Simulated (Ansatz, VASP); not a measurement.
One calculation of Li3SiN2, two programs

The input INCAR:

```
  ALGO = Normal
  EDIFF = 1E-6
  EDIFFG = -0.01
  ENCUT = 600
  GGA = PE
  IBRION = 2
  ISIF = 3
  ISMEAR = 0
  KPAR = 4
  LASPH = T
  LCHARG = F
  LREAL = F
  LWAVE = F
  NELM = 60
  NSW = 100
  PREC = Accurate
  SIGMA = 0.02
```

KPOINTS

```
k-points
0
Gamma
  8 6 4
```

Contents of POSCAR:

```
Li3SiN2
1.0
    3.7388555667      0.0000000000      0.0000000000
   -1.8300854520      5.0717323817      0.0000000000
   -0.0356028822     -2.7282969129      7.6131278998
Li Si N
6 2 4
Direct
    0.9381086455      0.2045207056      0.8211029887
    0.9396571227      0.2233985267      0.3348187369
    0.3029211094      0.9352597851      0.6805223840
    0.2798513433      0.8946087978      0.2502030181
    0.7431971163      0.8360112627      0.9646464720
    0.7794832814      0.8900031415      0.4681192310
    0.5621587495      0.4574167122      0.6631983574
    0.5594380569      0.4365395688      0.0810194269
    0.7370696181      0.8009370770      0.6985738020
    0.7226874472      0.7784548912      0.2003936887
    0.5179153548      0.3682844529      0.8535948193
    0.4175121550      0.1745650784      0.4838070749
```

Input for Ansatz:

```yaml
crystal:
  lattice:
    - [3.7388555667, 0.0, 0.0]
    - [-1.830085452, 5.0717323817, 0.0]
    - [-0.0356028822, -2.7282969129, 7.6131278998]
  atoms:
    - { symbol: Li, position: [0.9381086455, 0.2045207056, 0.8211029887] }
    - { symbol: Li, position: [0.9396571227, 0.2233985267, 0.3348187369] }
    - { symbol: Li, position: [0.3029211094, 0.9352597851, 0.680522384] }
    - { symbol: Li, position: [0.2798513433, 0.8946087978, 0.2502030181] }
    - { symbol: Li, position: [0.7431971163, 0.8360112627, 0.964646472] }
    - { symbol: Li, position: [0.7794832814, 0.8900031415, 0.468119231] }
    - { symbol: Si, position: [0.5621587495, 0.4574167122, 0.6631983574] }
    - { symbol: Si, position: [0.5594380569, 0.4365395688, 0.0810194269] }
    - { symbol: "N", position: [0.7370696181, 0.800937077, 0.698573802] }
    - { symbol: "N", position: [0.7226874472, 0.7784548912, 0.2003936887] }
    - { symbol: "N", position: [0.5179153548, 0.3682844529, 0.8535948193] }
    - { symbol: "N", position: [0.417512155, 0.1745650784, 0.4838070749] }
basis:
  ecutwfc: 420
kpoints:
  mp_grid: { grid: [8, 6, 4] }
hamiltonian:
  xc: pbe
scf:
  occupations: { method: gaussian, width: 0.02 }
output:
  forces: true
  stress: true
  eigenvalues: true
  write_density: true
  write_potential: true
  elf: true
  volumetric_format: npy
relax:
  adjacent_minimum: "off"
  f_tol: 0.01
  max_steps: 80
  cell: { stress_tol: 0.05 }
```

Change from the starting cell: the structure that the rattled cell fell into.

Alike in both runs: task relaxation of cell and atoms; functional PBE; k mesh 8 × 6 × 4; occupations gaussian, width 0.02 eV; no spin polarisation.

```csv
,VASP,Ansatz
version,VASP 6.6.1,Ansatz 0.2.0
potentials or method,"VASP PAW PBE potentials, release 64 (Li_sv, Si, N), cutoff 600 eV","scalar-relativistic, plane waves, PAW"
valence electrons in the cell,46,46
```

|  | VASP | Ansatz | Ansatz less VASP |
| --- | --- | --- | --- |
| gap on the k mesh at the Fermi level, each at its own relaxed structure (eV) | 0.70 | 0.70 | 0.000 |
| relaxed volume (Å³/atom) | 11.99 | 12.03 | +0.041 |
| relaxed length of the cell vector where the two differ most in proportion (Å) | 5.385 | 5.393 | +0.0079 |

Noted on VASP's run: the cutoff is under 1.25 times that of the potentials, so the pressure is a little rough.
